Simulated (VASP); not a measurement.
The system is TiCo.

```
CELL_PARAMETERS angstrom
2.98611 0.00000 0.00000
0.00000 2.98611 0.00000
0.00000 0.00000 2.98611
ATOMIC_POSITIONS crystal
Co 0.50000 0.50000 0.50000
Ti 0.00000 0.00000 0.00000
```

Program: VASP 6.6.1. Alike in all runs: task single point; spin collinear, ferromagnetic start; cell as given; cutoff (eV) 520.

Question: Order these runs on this cell by their pressure, lowest first.
A. level LDA; potentials or basis VASP PAW LDA potentials, release 64 (Co, Ti_sv); k mesh 9 × 9 × 9; smearing fermi-dirac 0.05 eV
B. level PBEsol; potentials or basis VASP PAW PBE potentials, release 64 (Co, Ti_sv); fixed moment (μB) 0.8; k mesh 8 × 8 × 8; smearing fermi-dirac 0.05 eV
C. level PBE; potentials or basis VASP PAW PBE potentials, release 64 (Co, Ti_sv); k mesh 9 × 9 × 9; smearing gaussian 0.012 eV
D. level PBE; potentials or basis VASP PAW PBE potentials, release 64 (Co, Ti_sv); fixed moment (μB) 1.5; k mesh 8 × 8 × 8; smearing fermi-dirac 0.05 eV

Answer: A (-14.9 GPa), B (-7.7 GPa), C (-0.7 GPa), D (1.3 GPa).

Caveats: the total moment is fixed, so each spin has its own Fermi level (some runs); the PAW data sets were made with another functional, which shifts forces and pressure a little (some runs).
